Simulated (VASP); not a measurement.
BeSn2C2, 5 atoms in the cell. The structure is trigonal, space group P-3m1 (No. 164). The conventional cell has a = 3.675 Å, b = 3.675 Å, c = 7.069 Å, α = 90.00°, β = 90.00°, γ = 120.00°. Within 3.9 Å of Be (site symmetry -3m) lie 6 Sn at 2.93 Å and 6 C at 3.26 Å and 6 Be at 3.68 Å. Within 2.9 Å of Sn (site symmetry 3m) lie 4 C at 2.17 to 2.57 Å. Within 2.9 Å of C (site symmetry 3m) lie 4 Sn at 2.17 to 2.57 Å. 

```yaml
Program: VASP 6.6.1
Task: single point
Functional: PBE
Potentials_or_basis: VASP PAW PBE potentials, release 64 (Be, Sn_d, C)
Cutoff: 520 eV
k_mesh: 12 × 12 × 6
Occupations: gaussian, width 0.1 eV
Spin: no spin polarisation
Dipole_correction: no
Further_INCAR_settings: ALGO = Normal; EDIFF = 1e-06; NBANDS = 27
```

Potentials or basis: VASP PAW PBE potentials, release 64 (Be, Sn_d, C).

The run is started by

```bash
$ cat potpaw_PBE.64/Be/POTCAR potpaw_PBE.64/Sn_d/POTCAR potpaw_PBE.64/C/POTCAR > POTCAR
$ mpirun -np 1 vasp_std > vasp.out
```

Hardware: 1 thread of Oxide Virtual Turin-like Processor, with other jobs on the host.

Problem. Estimate the wall time of this run.

Solution. Run time: 5.9 min on 1 thread of Oxide Virtual Turin-like Processor, with other jobs on the host, peak memory 0.3 GiB. Counts: scf iterations 14, k points 100.
